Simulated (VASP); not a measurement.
The system is Nb.

```
CELL_PARAMETERS angstrom
2.70798 0.00000 0.00000
0.00000 2.70798 0.00000
0.00000 0.00000 2.70798
ATOMIC_POSITIONS crystal
Nb 0.00000 0.00000 0.00000
```

This isn't the form of Nb at room conditions, which is bcc.

```yaml
Program: VASP 6.6.1
Task: relaxation of cell and atoms
Functional: PBEsol
Potentials_or_basis: VASP PAW PBE potentials, release 64 (Nb_sv)
Cutoff: 500 eV
k_mesh: 20 × 20 × 20
Occupations: gaussian, width 0.1 eV
Spin: no spin polarisation
```

At the start: pressure -3.7 GPa; volume 19.86 Å³/atom.

Problem. How do energy, volume and symmetry change on relaxing?

Solution. Over 3 steps the energy falls by 6.5 meV/atom and the volume is 19.32 Å³/atom (-2.7 %); space group Pm-3m (No. 221, to 0.1 Å) before and after.

Step by step:
```tsv
step	energy change (eV)	largest force (eV/Å)	pressure (GPa)	volume (Å³)
1	0.0000	0.0000	-3.69	19.86
2	0.0069	0.0000	5.99	18.57
3	-0.0065	0.0000	-0.03	19.32
```

Final structure:
```yaml
crystal:
  lattice:
    - [2.68316, 0.00000, 0.00000]
    - [0.00000, 2.68316, 0.00000]
    - [0.00000, 0.00000, 2.68316]
  atoms:
    - { symbol: Nb, position: [0.00000, 0.00000, 0.00000] }
```

Caveat: the PAW data sets were made with another functional, which shifts forces and pressure a little.
